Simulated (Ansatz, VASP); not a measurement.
AlN in VASP and in Ansatz

```
CELL_PARAMETERS angstrom
0.00000 2.18490 2.18490
2.18490 0.00000 2.18490
2.18490 2.18490 0.00000
ATOMIC_POSITIONS crystal
Al 0.00000 0.00000 0.00000
N 0.64988 0.85012 0.85012
```

Change from the starting cell: all N atoms moved +0.438 Å, as atom 2 along Cartesian [1 0 0].

Alike in both runs: task single point; functional r2SCAN; k mesh 10 × 10 × 10; occupations gaussian, width 0.05 eV; no spin polarisation.

|  | VASP | Ansatz |
| --- | --- | --- |
| version | VASP 6.6.1 | Ansatz 0.2.0 |
| potentials or method | VASP PAW PBE potentials, release 64 (Al, N), cutoff 520 eV | scalar-relativistic, plane waves, PAW |
| valence electrons in the cell | 8 | 8 |

```tsv
	VASP	Ansatz	Ansatz less VASP
gap on the k mesh at the Fermi level (eV)	2.93	2.94	+0.011
least direct gap on the mesh (eV)	3.57	3.54	-0.021
pressure (GPa)	22.0	21.9	-0.12
traceless stress, the component that is largest in VASP (GPa)	37.09	36.11	-0.981
rms of the force components (eV/Å)	3.103	3.052	-0.0515
```

VASP's potentials were made for PBE, not for r2SCAN. Atom by atom the forces differ by 0.051 eV/Å (rms over components). With one functional, cell and mesh, what is left measures potentials, basis and numerics.
